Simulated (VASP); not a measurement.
Runs of VASP 6.6.1 on Sb. The structure is that of space group Pm-3m (No. 221), or close to it. The cells are those of the table. 

```csv
task,cell,k mesh,cutoff (eV),smearing,gap on the mesh (eV),pressure (GPa),relaxed volume (Å³/atom)
relaxation of cell and atoms,"relaxed from a = 3.083 Å, 1 atom",20 × 20 × 20,600,gaussian 0.1 eV,none,0.0,28.20
single point,"a = 3.042 Å, 1 atom",20 × 20 × 20,520,fermi-dirac 0.15 eV,none,0.2,-
relaxation of cell and atoms,"relaxed from a = 3.040 Å, 1 atom",20 × 20 × 20,600,fermi-dirac 0.15 eV,none,0.0,28.25
single point,"a = 3.040 Å, 1 atom",20 × 20 × 20,520,gaussian 0.1 eV,none,0.2,-
single point,"a = 3.083 Å, 1 atom",6 × 6 × 6,520,gaussian 0.1 eV,none,(a),-
```

Alike in all rows: level LDA; potentials or basis VASP PAW LDA potentials, release 64 (Sb); no spin polarisation.

Task: Fill in the values left out.

Result: (a) -1.8.

Caveats: spin-orbit coupling is left out, which moves the levels of the heavy elements.

A k mesh can miss the band edges, and the runs leave out spin-orbit coupling on Sb.

A gap of «none» marks levels without a gap at the run's occupations.
